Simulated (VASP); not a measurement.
Here is a VASP 6.6.1 calculation.

Contents of POSCAR:

```
MgO
1.0
    2.9380209034      0.0000000000      0.0000000000
   -1.4690104517      2.5444007392      0.0000000000
    0.0000000000      0.0000000000      2.6796800000
Mg O
1 1
Direct
    0.0000000000      0.0000000000      0.0000000000
    0.3333333333      0.6666666667      0.5000000000
```

The input INCAR.step1:

```
PREC = Accurate ; ENCUT = 520
EDIFF = 1E-5 ; ISMEAR = -1
SIGMA = 0.05 ; LREAL = F
LASPH = T ; NELM = 80
ALGO = Normal ; ISIF = 2
LWAVE = T ; GGA = PE
NBANDS = 11
```

File INCAR.step2:

```
PREC = Accurate ; ENCUT = 520
EDIFF = 1E-6 ; ISMEAR = -1
SIGMA = 0.05 ; LREAL = F
LASPH = T ; NELM = 80
ALGO = Normal ; ISIF = 2
LWAVE = F ; LCHARG = T
GGA = PS ; LHFCALC = T
AEXX = 0.25 ; HFSCREEN = 0.207
PRECFOCK = Normal ; LELF = T
LVHAR = T ; ISTART = 1
NBANDS = 11
```

The input KPOINTS:

```
Automatic mesh
0
Gamma
  5 5 5
```

Potentials or basis: VASP PAW PBE potentials, release 64 (Mg, O).

Command:

```console
$ cat potpaw_PBE.64/Mg/POTCAR potpaw_PBE.64/O/POTCAR > POTCAR
$ cp INCAR.step1 INCAR
$ mpirun -np 1 vasp_std > vasp.out
$ cp INCAR.step2 INCAR
$ mpirun -np 1 vasp_std > vasp.out
```

**Question.** What does it give for the band gap on the k mesh?

**Answer.** 4.52 eV (least direct gap 4.94 eV).

**Question.** Estimate the pressure.

**Answer.** -8.7 GPa.

Stress tensor (GPa, compression positive):
```
-8.11  0.00  0.00
 0.00 -8.11  0.00
 0.00  0.00 -9.74
```

Caveat: the k points lie up to 0.49 Å⁻¹ apart; the PAW data sets were made with another functional, which shifts forces and pressure a little. A k mesh can miss the band edges.
